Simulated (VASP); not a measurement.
Runs of VASP 6.6.1 on HfBr. The structure is that of space group Pm-3m (No. 221), or close to it. The cells are those of the table. 

| task | cell | k mesh | cutoff (eV) | gap on the mesh (eV) | pressure (GPa) |
| --- | --- | --- | --- | --- | --- |
| single point | a = 3.661 Å, 2 atoms | 6 × 6 × 6 | 520 | none | (a) |
| single point | a = 3.456 Å, 2 atoms | 16 × 16 × 16 | 520 | none | -0.5 |
| single point | a = 3.457 Å, 2 atoms | 6 × 6 × 6 | 520 | none | -0.3 |
| relaxation of cell and atoms | relaxed from a = 3.661 Å, 2 atoms | 6 × 6 × 6 | 600 | none | -0.1 |

Alike in all rows: level PBE; potentials or basis VASP PAW PBE potentials, release 64 (Hf_pv, Br); no spin polarisation; smearing gaussian 0.1 eV.

**Question.** Estimate the missing entries.

**Answer.** (a) -8.0.

Caveats: spin-orbit coupling is left out, which moves the levels of the heavy elements; an odd number of electrons without spin polarisation forces a metal; a magnetic or distorted state may lie lower.

A k mesh can miss the band edges, and the runs leave out spin-orbit coupling on Br, Hf.

A gap of «none» marks levels without a gap at the run's occupations.
